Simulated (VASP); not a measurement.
Wanted: the native input for a VASP 6.6.1 run.

```yaml
Task: single point
Functional: RPBE
Potentials_or_basis: VASP PAW PBE potentials, release 64 (In_d)
Cutoff: 520 eV
k_mesh: 8 × 8 × 11
Occupations: fermi-dirac, width 0.1 eV
Spin: no spin polarisation
Dipole_correction: no
Further_INCAR_settings: ALGO = Normal; EDIFF = 1e-06; NBANDS = 26
```

The structure of In lies in POSCAR:

```
In
1.0
    5.4649337731      0.0000000000      0.0000000000
   -2.7324668866      4.7327714775      0.0000000000
    0.0000000000      0.0000000000      3.3953583947
In
3
Direct
    0.0000000000      0.0000000000      0.0000000000
    0.3333333333      0.6666666667      0.5000000000
    0.6666666667      0.3333333333      0.5000000000
```

This isn't the form of In at room conditions, which is tetragonal.

The input as run:

INCAR

```
SYSTEM = In
PREC     = Accurate       ! precision mode
ENCUT    = 520            ! plane-wave cutoff, eV
EDIFF    = 1E-6           ! SCF threshold, eV
ISMEAR   = -1             ! smearing method
SIGMA    = 0.1            ! smearing width, eV
LREAL    = .FALSE.        ! projectors in reciprocal space
LASPH    = .TRUE.         ! aspherical terms in the spheres
NELM     = 80             ! most SCF steps
ALGO     = Normal         ! electronic algorithm
ISIF     = 2              ! what is computed and relaxed
LWAVE    = .FALSE.        ! write WAVECAR
LCHARG   = .FALSE.        ! write CHGCAR
GGA      = RP             ! functional
NBANDS   = 26             ! bands
```

KPOINTS

```
regular mesh
0
G
  8 8 11
  0 0 0
```

Potentials or basis: VASP PAW PBE potentials, release 64 (In_d).

Command:

```bash
$ cat potpaw_PBE.64/In_d/POTCAR > POTCAR
$ mpirun -np 1 vasp_std > vasp.out
```

Results of the run:

The pressure is 0.1 GPa. The band gap on the k mesh is zero (an odd number of electrons rules out a gap without spin polarisation).

Caveat: the PAW data sets were made with another functional, which shifts forces and pressure a little; spin-orbit coupling is left out, which moves the levels of the heavy elements.

Wall time 43 s on 1 thread of Intel(R) Xeon(R) 6975P-C (Granite Rapids), with other jobs on the host, peak memory 0.26 GiB.
